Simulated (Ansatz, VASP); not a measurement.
**Two plane-wave programs on Na3Fe**

```
Na Fe
1.0
     6.85507    0.00000    0.00000
    -3.42753    5.93666    0.00000
     0.00000    0.00000    5.42054
Na Fe
6 2
Direct
  0.82456 0.64912 0.25000
  0.17544 0.82456 0.75000
  0.35088 0.17544 0.25000
  0.17544 0.35088 0.75000
  0.82456 0.17544 0.25000
  0.64912 0.82456 0.75000
  0.33333 0.66667 0.25000
  0.66667 0.33333 0.75000
```

Alike in both runs: functional PBE; k mesh 3 × 3 × 4; occupations gaussian, width 0.1 eV; collinear spin.

Ansatz relaxed the structure, and its values are those at the end. VASP's run is a single point on that final structure, the one shown.

|  | VASP | Ansatz |
| --- | --- | --- |
| version | VASP 6.6.1 | Ansatz 0.2.0 |
| potentials or method | VASP PAW PBE potentials, release 64 (Na_pv, Fe), cutoff 520 eV | scalar-relativistic, plane waves, PAW |
| valence electrons in the cell | 58 | 86 |

```csv
,VASP,Ansatz,Ansatz less VASP
gap on the k mesh at the Fermi level (eV),none,none,-
pressure (GPa),-0.3,-0.1,+0.28
rms of the force components (eV/Å),0.000,0.005,+0.0043
net moment per atom (μB),0.77,0.80,+0.025
size of the moment on the site where the two differ most (μB),3.15,3.26,+0.109
```

Site moments also hang on the region over which each program counts them. A gap of «none» marks a metal or a gap that the smearing closes. The functional is the same, so the differences come from potentials, cutoffs and numerics. VASP's potentials hold 58 valence electrons a cell and Ansatz's 86, so a difference there can come from the potentials and not from the codes.
